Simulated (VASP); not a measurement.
Write the native input for VASP 6.6.1 that does the following.

```yaml
Task: single point
Functional: LDA
Potentials_or_basis: VASP PAW LDA potentials, release 64 (Mo_sv, Sb)
Cutoff: 520 eV
k_mesh: 13 × 13 × 13
Occupations: fermi-dirac, width 0.1 eV
Spin: no spin polarisation
Dipole_correction: no
k_mesh_for_the_DOS: 20 × 20 × 20
Occupations_for_the_DOS: tetrahedron
Further_INCAR_settings: ALGO = Normal; EDIFF = 1e-06; NBANDS = 16
```

SbMo (rocksalt type):

```xyz
2
Lattice="0.0000 2.5147 2.5147 2.5147 0.0000 2.5147 2.5147 2.5147 0.0000" Properties=species:S:1:pos:R:3 pbc="T T T"
Mo    0.0000    0.0000    0.0000
Sb    2.5147    2.5147    2.5147
```

These files were run (other wordings do the same):

POSCAR

```
SbMo
1.0
    0.0000000000      2.5147056183      2.5147056183
    2.5147056183      0.0000000000      2.5147056183
    2.5147056183      2.5147056183      0.0000000000
Mo Sb
1 1
Direct
    0.0000000000      0.0000000000      0.0000000000
    0.5000000000      0.5000000000      0.5000000000
```

INCAR.step1

```
SYSTEM = SbMo
PREC     = Accurate       ! precision mode
ENCUT    = 520            ! plane-wave cutoff, eV
EDIFF    = 1E-6           ! SCF threshold, eV
ISMEAR   = -1             ! smearing method
SIGMA    = 0.1            ! smearing width, eV
LREAL    = .FALSE.        ! projectors in reciprocal space
LASPH    = .TRUE.         ! aspherical terms in the spheres
NELM     = 80             ! most SCF steps
ALGO     = Normal         ! electronic algorithm
ISIF     = 2              ! what is computed and relaxed
LWAVE    = .FALSE.        ! write WAVECAR
LCHARG   = .TRUE.         ! write CHGCAR
LMAXMIX  = 4              ! l up to which the mixer works
NBANDS   = 16             ! bands
```

KPOINTS.step1

```
regular mesh
0
G
  13 13 13
  0 0 0
```

INCAR.step2

```
SYSTEM = SbMo
PREC     = Accurate       ! precision mode
ENCUT    = 520            ! plane-wave cutoff, eV
EDIFF    = 1E-6           ! SCF threshold, eV
ISMEAR   = -5             ! smearing method
SIGMA    = 0.1            ! smearing width, eV
LREAL    = .FALSE.        ! projectors in reciprocal space
LASPH    = .TRUE.         ! aspherical terms in the spheres
NELM     = 80             ! most SCF steps
ALGO     = Normal         ! electronic algorithm
ISIF     = 2              ! what is computed and relaxed
LWAVE    = .FALSE.        ! write WAVECAR
LCHARG   = .FALSE.        ! write CHGCAR
LMAXMIX  = 4              ! l up to which the mixer works
LORBIT   = 11             ! projections on sites
NBANDS   = 16             ! bands
NEDOS    = 2001           ! points of the DOS
ICHARG   = 11             ! starting density
```

KPOINTS.step2

```
regular mesh
0
G
  20 20 20
  0 0 0
```

Potentials or basis: VASP PAW LDA potentials, release 64 (Mo_sv, Sb).

Run with:

```sh
$ cat potpaw_LDA.64/Mo_sv/POTCAR potpaw_LDA.64/Sb/POTCAR > POTCAR
$ cp INCAR.step1 INCAR
$ cp KPOINTS.step1 KPOINTS
$ mpirun -np 1 vasp_std > vasp.out
$ cp INCAR.step2 INCAR
$ cp KPOINTS.step2 KPOINTS
$ mpirun -np 1 vasp_std > vasp.out
```

It gave:

```yaml
Valence_electrons_inside_the_program's_atomic_spheres: Mo 13.04; Sb 2.85
```

Run time: 56 s on 1 thread of Intel(R) Xeon(R) Platinum 8559C (Emerald Rapids), on a shared host, peak memory 0.25 GiB.
